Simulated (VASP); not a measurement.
Crystal: Ge.

```
CELL_PARAMETERS angstrom
2.71047 0.00000 0.00000
0.00000 2.71047 0.00000
0.00000 0.00000 2.71047
ATOMIC_POSITIONS crystal
Ge 0.00000 0.00000 0.00000
```

This isn't the form of Ge at room conditions, which is diamond.

- Program: VASP 6.6.1
- Task: relaxation of cell and atoms
- Functional: PBE
- Dispersion: D3(BJ)
- Potentials or basis: VASP PAW PBE potentials, release 64 (Ge_d)
- Cutoff: 600 eV
- k mesh: 10 × 10 × 10
- Occupations: fermi-dirac, width 0.05 eV
- Spin: no spin polarisation

At the start: pressure -3.2 GPa; volume 19.91 Å³/atom.

**Question.** How do energy, volume and symmetry change on relaxing?

**Answer.** Over 3 steps the energy falls by 9.0 meV/atom and the volume is 19.02 Å³/atom (-4.5 %); space group Pm-3m (No. 221, to 0.1 Å) before and after.

The path:
```csv
step,energy change (eV),largest force (eV/Å),pressure (GPa),volume (Å³)
1,0.0000,0.0000,-3.23,19.91
2,-0.0083,0.0000,0.89,18.78
3,-0.0090,0.0000,0.07,19.02
```

Final structure:
```
CELL_PARAMETERS angstrom
2.66937 0.00000 0.00000
0.00000 2.66937 0.00000
0.00000 0.00000 2.66937
ATOMIC_POSITIONS crystal
Ge 0.00000 0.00000 0.00000
```
